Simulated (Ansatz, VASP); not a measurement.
VN2 in VASP and in Ansatz

INCAR

```
SYSTEM = VN2
ALGO = Normal ; EDIFF = 1E-7
ENCUT = 520 ; GGA = CA
ISIF = 2 ; ISMEAR = 0
LASPH = .TRUE. ; LCHARG = .TRUE.
LELF = .TRUE. ; LREAL = .FALSE.
LVHAR = .TRUE. ; LWAVE = .FALSE.
NBANDS = 32 ; NELM = 100
PREC = Accurate ; SIGMA = 0.1
```

The input KPOINTS:

```
k-points
0
G
  12 12 12
  0 0 0
```

The input POSCAR:

```
VN2
1.0
   -2.1507500000      2.1507500000      2.4913500000
    2.1507500000     -2.1507500000      2.4913500000
    2.1507500000      2.1507500000     -2.4913500000
V N
2 4
Direct
    0.2500000000      0.2500000000      0.0000000000
    0.7500000000      0.7500000000      0.0000000000
    0.1151000000      0.6151000000      0.7302000000
    0.6151000000      0.8849000000      0.5000000000
    0.8849000000      0.3849000000      0.2698000000
    0.3849000000      0.1151000000      0.5000000000
```

Input for Ansatz:

```yaml
crystal:
  lattice:
    - [-2.15075, 2.15075, 2.49135]
    - [2.15075, -2.15075, 2.49135]
    - [2.15075, 2.15075, -2.49135]
  atoms:
    - { symbol: V, position: [0.25, 0.25, 0.0] }
    - { symbol: V, position: [0.75, 0.75, 0.0] }
    - { symbol: "N", position: [0.1151, 0.6151, 0.7302] }
    - { symbol: "N", position: [0.6151, 0.8849, 0.5] }
    - { symbol: "N", position: [0.8849, 0.3849, 0.2698] }
    - { symbol: "N", position: [0.3849, 0.1151, 0.5] }
basis:
  ecutwfc: 420
kpoints:
  mp_grid: { grid: [12, 12, 12] }
hamiltonian:
  xc: lda
scf:
  occupations: { method: gaussian, width: 0.1 }
output:
  forces: true
  stress: true
  eigenvalues: true
```

Alike in both runs: task single point; functional LDA; k mesh 12 × 12 × 12; occupations gaussian, width 0.1 eV; no spin polarisation.

|  | VASP | Ansatz |
| --- | --- | --- |
| version | VASP 6.6.1 | Ansatz 0.2.0 |
| potentials or method | VASP PAW LDA potentials, release 64 (V_sv, N), cutoff 520 eV | scalar-relativistic, plane waves, PAW |
| valence electrons in the cell | 46 | 46 |

VASP gave:

| Quantity | Value |
| --- | --- |
| gap on the k mesh at the Fermi level (eV) | none |
| pressure (GPa) | -18.5 |
| traceless stress, the component that is largest in VASP (GPa) | -0.12 |
| rms of the force components (eV/Å) | 0.256 |

Problem. Estimate Ansatz's values.

Solution. gap on the k mesh at the Fermi level (eV): none; pressure (GPa): -19.9; traceless stress, the component that is largest in VASP (GPa): 0.33; rms of the force components (eV/Å): 0.322.

LDA's correlation is that of Perdew and Zunger in VASP and of Perdew and Wang (1992) in Ansatz. Atom by atom the forces differ by 0.067 eV/Å (rms over components). A gap of «none» marks a metal or a gap that the smearing closes.
